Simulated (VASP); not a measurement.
**LaTl: single point with LDA**

Crystal: LaTl.

```
La Tl
1.0
     3.44103    0.00000    0.00000
     0.00000    3.44103    0.00000
     0.00000    0.00000    3.44103
La Tl
1 1
Direct
  0.00000 0.00000 0.00000
  0.50000 0.50000 0.50000
```

This cell differs from its parent crystal: volume scaled by 0.65.

* Program: VASP 6.6.1
* Task: single point
* Functional: LDA
* Potentials or basis: VASP PAW LDA potentials, release 64 (La, Tl_d)
* Cutoff: 520 eV
* k mesh: 9 × 9 × 9
* Occupations: fermi-dirac, width 0.05 eV
* Spin: no spin polarisation

| Property | Result |
| --- | --- |
| Pressure | 45.5 GPa |
| Band gap on the k mesh | zero (band 12 reaches 13.44 eV, above the bottom of band 13 at 10.27 eV) |

Levels at points of the mesh, in eV from the Fermi level:
```tsv
k point	band 8	band 9	band 10	band 11	band 12	band 13	band 14	band 15	band 16	band 17
(0.00, 0.00, 0.00)	-12.28	-12.28	-9.60	-0.80	-0.80	2.02	2.02	2.02	2.28	2.28
```

Run time: 44 s on 1 thread of AMD EPYC 7R13, on a shared host, peak memory 0.14 GiB.

Caveat: spin-orbit coupling is left out, which moves the levels of the heavy elements.
